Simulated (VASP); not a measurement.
Set up this calculation in VASP 6.6.1, as the native input.

```yaml
Task: single point
Functional: PBE
Potentials_or_basis: VASP PAW PBE potentials, release 64 (Be, Sb)
Cutoff: 520 eV
k_mesh: 10 × 10 × 6
Occupations: gaussian, width 0.1 eV
Spin: no spin polarisation
Dipole_correction: no
Further_INCAR_settings: ALGO = Normal; EDIFF = 1e-06; NBANDS = 16
```

The structure of Be3Sb2 lies in POSCAR:

```
Be3Sb2
1.0
    3.9975168280      0.0000000000      0.0000000000
    0.0000000000      3.9975168280      0.0000000000
    0.0000000000      0.0000000000      5.9253658992
Be Sb
3 2
Direct
    0.0000000000      0.0000000000      0.0000000000
    0.5000000000      0.5000000000      0.5000000000
    0.0000000000      0.0000000000      0.5000000000
    0.5000000000      0.0000000000      0.7570777899
    0.0000000000      0.5000000000      0.2429222101
```

These files were run (other wordings do the same):

INCAR

```
SYSTEM = Be3Sb2
PREC     = Accurate       ! precision mode
ENCUT    = 520            ! plane-wave cutoff, eV
EDIFF    = 1E-6           ! SCF threshold, eV
ISMEAR   = 0              ! smearing method
SIGMA    = 0.1            ! smearing width, eV
LREAL    = .False.        ! projectors in reciprocal space
LASPH    = .True.         ! aspherical terms in the spheres
NELM     = 100            ! most SCF steps
ALGO     = Normal         ! electronic algorithm
ISIF     = 2              ! what is computed and relaxed
LWAVE    = .False.        ! write WAVECAR
LCHARG   = .False.        ! write CHGCAR
GGA      = PE             ! functional
NBANDS   = 16             ! bands
```

KPOINTS

```
Automatic mesh
0
Gamma
  10 10 6
  0 0 0
```

Potentials or basis: VASP PAW PBE potentials, release 64 (Be, Sb).

Command:

```console
$ cat potpaw_PBE.64/Be/POTCAR potpaw_PBE.64/Sb/POTCAR > POTCAR
$ mpirun -np 1 vasp_std > vasp.out
```

Results of the run:

```
Pressure               : 0.4 GPa
Largest force          : 0.030 eV/Å
Band gap on the k mesh : zero (band 8 reaches 6.47 eV, above the bottom of band 9 at 5.44 eV)
```

Caveat: spin-orbit coupling is left out, which moves the levels of the heavy elements.

It took 81 s on 1 thread of Intel(R) Xeon(R) Platinum 8375C CPU @ 2.90GHz (Ice Lake) (shared host), peak memory 0.27 GiB.
